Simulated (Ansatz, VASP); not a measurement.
## C: VASP beside Ansatz

```xyz
4
Lattice="-2.4647 0.0000 0.0000 0.0000 0.0000 -3.5720 0.0000 -4.2689 0.0000" Properties=species:S:1:pos:R:3 pbc="T T T"
C    -1.2323   -0.7115    0.0000
C     0.0000   -2.8219    0.0000
C     0.0000   -1.4230    0.0000
C    -1.2323   -3.5814    0.0000
```

Change from the starting cell: mode 8 frozen in at -0.012 Å and mode 12 at +0.012 Å (largest displacements).

Alike in both runs: task single point; functional PBE; dispersion D3(BJ); k mesh 18 × 12 × 10; occupations gaussian, width 0.15 eV; no spin polarisation.

```csv
,VASP,Ansatz
version,VASP 6.6.1,Ansatz 0.2.0
potentials or method,"VASP PAW PBE potentials, release 64 (C), cutoff 520 eV","scalar-relativistic, plane waves, PAW"
valence electrons in the cell,16,16
```

VASP gave:

```
gap on the k mesh at the Fermi level (eV)                     : none
pressure (GPa)                                                : 0.8
traceless stress, the component that is largest in VASP (GPa) : 2.80
rms of the force components (eV/Å)                            : 0.940
```

**Question.** What did Ansatz give for the same quantities?

**Answer.** gap on the k mesh at the Fermi level (eV): none; pressure (GPa): 0.4; traceless stress, the component that is largest in VASP (GPa): 2.51; rms of the force components (eV/Å): 0.940.

Atom by atom the forces differ by 0.001 eV/Å (rms over components). A gap of «none» marks a metal or a gap that the smearing closes.
